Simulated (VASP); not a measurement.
# FeO (Fm-3m) in VASP: notebook, part 3 of 3

VASP 6.6.1. The steps go on from the part before.

### Step 6. Single point, PBE, collinear spin, ferromagnetic start (volume scaled by 1.020)

Input file INCAR:

```
PREC     = Accurate       # precision mode
ENCUT    = 520            # plane-wave cutoff, eV
EDIFF    = 1E-6           # SCF threshold, eV
ISMEAR   = 0              # smearing method
SIGMA    = 0.05           # smearing width, eV
LREAL    = False          # projectors in reciprocal space
LASPH    = True           # aspherical terms in the spheres
NELM     = 150            # most SCF steps
ALGO     = Normal         # electronic algorithm
ISIF     = 2              # what is computed and relaxed
LWAVE    = False          # write WAVECAR
LCHARG   = False          # write CHGCAR
ISPIN    = 2              # spin polarisation
MAGMOM   = 3.79 0         # initial moments
LORBIT   = 11             # projections on sites
LMAXMIX  = 4              # l up to which the mixer works
GGA      = PE             # functional
NBANDS   = 18             # bands
```

Input file KPOINTS:

```
Automatic mesh
0
Gamma
  14 14 14
```

Input file POSCAR:

```
FeO
1.0
    0.0000000000      2.1685260272      2.1685260272
    2.1685260272      0.0000000000      2.1685260272
    2.1685260272      2.1685260272      0.0000000000
Fe O
1 1
Direct
    0.0000000000      0.0000000000      0.0000000000
    0.5000000000      0.5000000000      0.5000000000
```

Potentials or basis: VASP PAW PBE potentials, release 64 (Fe, O).

The run is started by

```
$ cat potpaw_PBE.64/Fe/POTCAR potpaw_PBE.64/O/POTCAR > POTCAR
$ mpirun -np 1 vasp_std > vasp.out
```

OUTCAR:

```text
PREC = Accurate
   ENCUT = 520
   EDIFF = 1E-6
   ISMEAR = 0
   LREAL = False
   LASPH = True
   NELM = 150
   ISIF = 2
   ISPIN = 2
   LORBIT = 11
   GGA = PE

 ion  position               nearest neighbor table
   1  0.000  0.000  0.000-   2 2.17   2 2.17   2 2.17   2 2.17   2 2.17   2 2.17
   2  0.500  0.500  0.500-   1 2.17   1 2.17   1 2.17   1 2.17   1 2.17   1 2.17

  LATTYP: Found a face centered cubic cell.
 ALAT       =     4.3370520544

  Lattice vectors:

 A1 = (   0.0000000000,   2.1685260272,   2.1685260272)
 A2 = (   2.1685260272,   0.0000000000,   2.1685260272)
 A3 = (   2.1685260272,   2.1685260272,   0.0000000000)

Analysis of symmetry for initial positions (statically):
=====================================================================
 Subroutine PRICEL returns:
 Original cell was already a primitive cell.

 Routine SETGRP: Setting up the symmetry group for a
 face centered cubic supercell.

 Subroutine GETGRP returns: Found 48 space group operations
 (whereof 48 operations were pure point group operations)
 out of a pool of 48 trial point group operations.

[... 692 lines left out ...]

 k-point     1 :       0.0000    0.0000    0.0000
  band No.  band energies     occupation
      1     -14.0423      1.00000
      2       2.8230      1.00000
      3       2.8230      1.00000
      4       2.8230      1.00000
      5       5.2927      1.00000
      6       5.2930      1.00000
[... 493 lines left out ...]
     17      33.2270      0.00000
     18      34.3275      0.00000

 [... further k-points ...]
[... 5 lines left out ...]
  --------------------------------------------------------------------------------------
  -------------------------------------------------------------------------------------
  Total       -0.4468543     -0.4468543     -0.4468543     -0.0000000     -0.0000000     -0.0000000
  in kB      -35.1036791    -35.1036791    -35.1036791     -0.0000000     -0.0000000     -0.0000000
  external PRESSURE =     -35.1036791 kB  Pullay stress =       0.0000000 kB

 VOLUME and BASIS-vectors are now :
 -----------------------------------------------------------------------------
  energy-cutoff  :      520.00
  volume of cell :       20.40
      direct lattice vectors                 reciprocal lattice vectors
     0.000000000  2.168526027  2.168526027    -0.230571362  0.230571362  0.230571362
     2.168526027  0.000000000  2.168526027     0.230571362 -0.230571362  0.230571362
     2.168526027  2.168526027  0.000000000     0.230571362  0.230571362 -0.230571362

 POSITION                                       TOTAL-FORCE (eV/Angst)
 -----------------------------------------------------------------------------------
      0.00000      0.00000      0.00000        -0.000000      0.000000      0.000000
      2.16853      2.16853      2.16853         0.000000      0.000000      0.000000
 -----------------------------------------------------------------------------------
    total drift:                                0.000000     -0.000000      0.000000

  FREE ENERGIE OF THE ION-ELECTRON SYSTEM (eV)
  ---------------------------------------------------
  free  energy   TOTEN  =       -14.9275147862 eV

  energy  without entropy=      -14.9256780828  energy(sigma->0) =      -14.92659643

 total charge

# of ion       s       p       d       tot
------------------------------------------
    1        0.282   0.346   6.073   6.702
    2        1.556   3.428   0.000   4.984
--------------------------------------------------
tot          1.839   3.774   6.073  11.686

 magnetization (x)

# of ion       s       p       d       tot
------------------------------------------
    1        0.027   0.021   3.574   3.622
    2        0.029   0.269   0.000   0.298
--------------------------------------------------
tot          0.056   0.289   3.574   3.919
```

OSZICAR:

```text
N       E                     dE             d eps       ncg     rms          rms(c)
DAV:   1     0.679361844898E+02    0.67936E+02   -0.67991E+03  8104   0.900E+02
DAV:   2    -0.132191563621E+02   -0.81155E+02   -0.68703E+02  7676   0.203E+02
DAV:   3    -0.176789078665E+02   -0.44598E+01   -0.43847E+01  8804   0.517E+01
DAV:   4    -0.177106450543E+02   -0.31737E-01   -0.31723E-01  9042   0.412E+00
DAV:   5    -0.177108662248E+02   -0.22117E-03   -0.22116E-03  8900   0.360E-01    0.159E+01
DAV:   6    -0.156678031090E+02    0.20431E+01   -0.16275E+01  9944   0.559E+01    0.195E+01
DAV:   7    -0.149595822137E+02    0.70822E+00   -0.35245E+00  9730   0.349E+01    0.912E+00
DAV:   8    -0.149479706962E+02    0.11612E-01   -0.19109E-01  9420   0.463E+00    0.523E+00
DAV:   9    -0.149300026080E+02    0.17968E-01   -0.88254E-02 11738   0.472E+00    0.128E+00
DAV:  10    -0.149273532992E+02    0.26493E-02   -0.22660E-02 10134   0.306E+00    0.199E-01
DAV:  11    -0.149274784333E+02   -0.12513E-03   -0.34699E-03 10234   0.585E-01    0.717E-02
DAV:  12    -0.149274982429E+02   -0.19810E-04   -0.78829E-05  8418   0.737E-02    0.497E-02
DAV:  13    -0.149275115416E+02   -0.13299E-04   -0.37674E-05 10850   0.773E-02    0.169E-02
DAV:  14    -0.149275149030E+02   -0.33614E-05   -0.60701E-06  8320   0.198E-02    0.917E-03
DAV:  15    -0.149275147862E+02    0.11684E-06   -0.24475E-07  4452   0.417E-03
   1 F= -.14927515E+02 E0= -.14926596E+02  d E =-.183670E-02  mag=     4.0004
```

stdout:

```text
POSCAR found type information on POSCAR FeO
 POSCAR found :  2 types and       2 ions
 scaLAPACK will be used
 LDA part: xc-table for (Slater+PW92), standard interpolation
 POSCAR, INCAR and KPOINTS ok, starting setup
 FFT: planning ... GRIDC
 FFT: planning ... GRID_SOFT
 FFT: planning ... GRID
 WAVECAR not read
 entering main loop
```

It took 47 s on 1 thread of Intel Xeon 6975P-C (Granite Rapids), shared host; peak memory 0.19 GiB.

What came out:

| Property | Result |
| --- | --- |
| Free energy | -14.9275 eV |
| Pressure | -3.5 GPa |
| Band gap on the k mesh | zero (filled and empty bands overlap) |
| Net moment | 4.00 μB per cell |
| Site moments | Fe +3.62; O +0.30 μB |
| Valence electrons inside the program's atomic spheres | Fe 6.70; O 4.98 |

Caveat: a cell with one magnetic atom can't hold antiferromagnetic order, which such compounds often take; semilocal functionals often make such compounds metallic where correlation or magnetic order opens a gap, which also shifts bond lengths.

### Step 7. Against experiment

Step 2. A measured gap of FeO is 2.4 eV (optical; quoted in “W\"ustite: Electric, thermodynamic and optical properties of FeO”, 2012, arxiv:1203.1201); the calculated 0.00 eV misses it by -2.40 eV. So large a miss can be the level of theory's own, or it may mean another phase, state or a wrong row. The value is that of PBE on a finite k mesh, which can miss the band edges, without temperature or zero-point motion. Semilocal functionals fall short of measured gaps as a rule. The run's magnetic order (collinear spin, ferromagnetic start) needn't be the measured crystal's.

Step 3. Against the measured gap of FeO, 2.4 eV (optical; quoted in “W\"ustite: Electric, thermodynamic and optical properties of FeO”, 2012, arxiv:1203.1201), the calculated 0.00 eV is off by -2.40 eV. So large a miss can be the level of theory's own, or it may mean another phase, state or a wrong row. The value is that of PBE on a finite k mesh, which can miss the band edges, without temperature or zero-point motion. Semilocal functionals fall short of measured gaps as a rule. The run's magnetic order (collinear spin, ferromagnetic start) needn't be the measured crystal's.

Step 4. Measured gap of FeO: 2.4 eV (optical; quoted in “W\"ustite: Electric, thermodynamic and optical properties of FeO”, 2012, arxiv:1203.1201). This calculation gives 0.00 eV (-2.40 eV). So large a miss can be the level of theory's own, or it may mean another phase, state or a wrong row. The value is that of PBE on a finite k mesh, which can miss the band edges, without temperature or zero-point motion. Semilocal functionals fall short of measured gaps as a rule. The run's magnetic order (collinear spin, ferromagnetic start) needn't be the measured crystal's.

Step 5. Measured gap of FeO: 2.4 eV (optical; quoted in “W\"ustite: Electric, thermodynamic and optical properties of FeO”, 2012, arxiv:1203.1201). This calculation gives 0.00 eV (-2.40 eV). So large a miss can be the level of theory's own, or it may mean another phase, state or a wrong row. The value is that of PBE on a finite k mesh, which can miss the band edges, without temperature or zero-point motion. Semilocal functionals fall short of measured gaps as a rule. The run's magnetic order (collinear spin, ferromagnetic start) needn't be the measured crystal's.
